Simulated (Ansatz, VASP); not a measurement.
One calculation of YCdC4N4, two programs

INCAR

```
ALGO = Normal
EDIFF = 1E-6
EDIFFG = -0.01
ENCUT = 600
GGA = PE
IBRION = 2
ISIF = 3
ISMEAR = 0
LASPH = T
LCHARG = F
LREAL = F
LWAVE = F
NELM = 60
NSW = 100
PREC = Accurate
SIGMA = 0.1
```

KPOINTS

```
k-points
0
Gamma
  6 6 6
```

File POSCAR:

```
YCdC4N4
1.0
    6.5478013273      0.0000000000      0.0000000000
    0.0000000000      6.5478013273      0.0000000000
    0.0000000000      0.0000000000      6.5478013273
Y Cd C N
1 1 4 4
Direct
    0.5000000000      0.5000000000      0.5000000000
    0.0000000000      0.0000000000      0.0000000000
    0.1960346444      0.1960346444      0.1960346444
    0.1960346444      0.8039653556      0.8039653556
    0.8039653556      0.1960346444      0.8039653556
    0.8039653556      0.8039653556      0.1960346444
    0.2997816500      0.2997816500      0.2997816500
    0.2997816500      0.7002183500      0.7002183500
    0.7002183500      0.2997816500      0.7002183500
    0.7002183500      0.7002183500      0.2997816500
```

Input for Ansatz:

```yaml
crystal:
  lattice:
    - [6.5478013273, 0.0, 0.0]
    - [0.0, 6.5478013273, 0.0]
    - [0.0, 0.0, 6.5478013273]
  atoms:
    - { symbol: "Y", position: [0.5, 0.5, 0.5] }
    - { symbol: Cd, position: [0.0, 0.0, 0.0] }
    - { symbol: C, position: [0.1960346444, 0.1960346444, 0.1960346444] }
    - { symbol: C, position: [0.1960346444, 0.8039653556, 0.8039653556] }
    - { symbol: C, position: [0.8039653556, 0.1960346444, 0.8039653556] }
    - { symbol: C, position: [0.8039653556, 0.8039653556, 0.1960346444] }
    - { symbol: "N", position: [0.29978165, 0.29978165, 0.29978165] }
    - { symbol: "N", position: [0.29978165, 0.70021835, 0.70021835] }
    - { symbol: "N", position: [0.70021835, 0.29978165, 0.70021835] }
    - { symbol: "N", position: [0.70021835, 0.70021835, 0.29978165] }
basis:
  ecutwfc: 420
kpoints:
  mp_grid: { grid: [6, 6, 6] }
hamiltonian:
  xc: pbe
scf:
  occupations: { method: gaussian, width: 0.1 }
output:
  forces: true
  stress: true
  eigenvalues: true
relax:
  adjacent_minimum: "off"
  f_tol: 0.01
  max_steps: 80
  cell: { stress_tol: 0.05 }
```

Alike in both runs: task relaxation of cell and atoms; functional PBE; k mesh 6 × 6 × 6; occupations gaussian, width 0.1 eV; no spin polarisation.

```csv
,VASP,Ansatz
version,VASP 6.6.1,Ansatz 0.2.0
potentials or method,"VASP PAW PBE potentials, release 64 (Y_sv, Cd, C, N), cutoff 600 eV","scalar-relativistic, plane waves, PAW"
valence electrons in the cell,59,67
```

VASP gave:

```
gap on the k mesh at the Fermi level, each at its own relaxed structure (eV)  : none
relaxed volume (Å³/atom)                                                      : 28.15
relaxed length of the cell vector where the two differ most in proportion (Å) : 6.554
```

**Question.** Which values does Ansatz return?

**Answer.** gap on the k mesh at the Fermi level, each at its own relaxed structure (eV): none; relaxed volume (Å³/atom): 28.13; relaxed length of the cell vector where the two differ most in proportion (Å): 6.552.

A gap of «none» marks a metal or a gap that the smearing closes. VASP's potentials hold 59 valence electrons a cell and Ansatz's 67, so a difference there can come from the potentials and not from the codes.

Noted on VASP's run: the standard files for N, O and F lose accuracy on very short bonds.
